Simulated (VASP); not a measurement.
The system is B3N2.

```
B N
1.0
     3.33616    0.00000    0.00000
    -1.66808    2.88920    0.00000
     0.00000    0.00000    9.20188
B N
3 2
Direct
  0.50000 0.00000 0.00000
  0.00000 0.50000 0.00000
  0.50000 0.50000 0.00000
  0.00000 0.00000 0.44012
  0.00000 0.00000 0.55988
```

The cell was built from a structure type or drawn by symmetry, and may not be a known phase.

```yaml
Program: VASP 6.6.1
Task: relaxation of cell and atoms
Functional: PBE
Potentials_or_basis: VASP PAW PBE potentials, release 64 (B, N)
Cutoff: 600 eV
k_mesh: 12 × 12 × 4
Occupations: gaussian, width 0.1 eV
Spin: no spin polarisation
```

At the start: pressure 1.0 GPa; volume 17.74 Å³/atom.

**Question.** How do energy, volume and symmetry change on relaxing?

**Answer.** Over 38 steps the energy falls by 2.1 meV/atom and the volume is 17.15 Å³/atom (-3.3 %); space group P6/mmm (No. 191, to 0.1 Å) before and after.

The path:
| step | energy change (eV) | largest force (eV/Å) | pressure (GPa) | volume (Å³) |
| --- | --- | --- | --- | --- |
| 1 | 0.0000 | 1.6740 | 0.98 | 88.70 |
| 2 | 1.4578 | 13.6011 | -10.32 | 90.09 |
| 3 | -0.0080 | 0.4623 | -0.42 | 88.78 |
| 4 | -0.0087 | 0.0945 | -0.19 | 88.76 |
| 5 | -0.0087 | 0.0021 | -0.12 | 88.76 |
| 6 | -0.0087 | 0.0246 | -0.09 | 88.76 |
| 7 | -0.0088 | 0.0242 | -0.04 | 88.64 |
| 8 | -0.0089 | 0.0232 | 0.04 | 88.45 |
| 9 | -0.0089 | 0.0737 | -0.03 | 88.41 |
| 10 | -0.0089 | 0.0722 | -0.03 | 88.41 |
| 11 | -0.0089 | 0.0710 | -0.03 | 88.40 |
| 12 | -0.0089 | 0.0656 | -0.03 | 88.38 |
| 13 | -0.0090 | 0.0550 | -0.04 | 88.33 |
| 14 | -0.0091 | 0.0332 | -0.05 | 88.24 |
| 15 | -0.0093 | 0.0126 | -0.07 | 88.06 |
| 16 | -0.0096 | 0.1075 | -0.11 | 87.69 |
| 17 | -0.0093 | 0.3159 | -0.16 | 86.95 |
| 18 | -0.0096 | 0.1905 | -0.12 | 87.42 |
| 19 | -0.0096 | 0.1746 | -0.14 | 87.39 |
| 20 | -0.0097 | 0.1292 | -0.19 | 87.31 |
| 21 | -0.0098 | 0.0424 | -0.28 | 87.15 |
| 22 | -0.0097 | 0.1277 | -0.47 | 86.81 |
| 23 | -0.0098 | 0.0157 | -0.34 | 87.03 |
| 24 | -0.0098 | 0.0016 | -0.32 | 87.06 |
| 25 | -0.0098 | 0.0051 | -0.32 | 87.04 |
| 26 | -0.0099 | 0.0125 | -0.31 | 86.98 |
| 27 | -0.0100 | 0.0280 | -0.29 | 86.86 |
| 28 | -0.0103 | 0.0567 | -0.24 | 86.62 |
| 29 | -0.0105 | 0.1110 | -0.13 | 86.15 |
| 30 | -0.0103 | 0.2123 | 0.08 | 85.20 |
| 31 | -0.0106 | 0.1401 | -0.06 | 85.85 |
| 32 | -0.0107 | 0.0088 | 0.05 | 85.74 |
| 33 | -0.0107 | 0.0177 | 0.08 | 85.72 |
| 34 | -0.0107 | 0.0096 | 0.08 | 85.72 |
| 35 | -0.0107 | 0.0001 | 0.08 | 85.73 |
| 36 | -0.0107 | 0.0033 | 0.07 | 85.73 |
| 37 | -0.0107 | 0.0031 | 0.07 | 85.74 |
| 38 | -0.0107 | 0.0090 | 0.04 | 85.77 |

Final structure:
```
CELL_PARAMETERS angstrom
3.33276 0.00000 0.00000
-1.66638 2.88626 0.00000
0.00000 0.00000 8.91656
ATOMIC_POSITIONS crystal
B 0.50000 0.00000 0.00000
B 0.00000 0.50000 0.00000
B 0.50000 0.50000 0.00000
N 0.00000 0.00000 0.43762
N 0.00000 0.00000 0.56238
```

Caveat: the standard files for N, O and F lose accuracy on very short bonds; this functional lacks dispersion, which binds the layers, so the pressure and a relaxed spacing across them are unreliable.
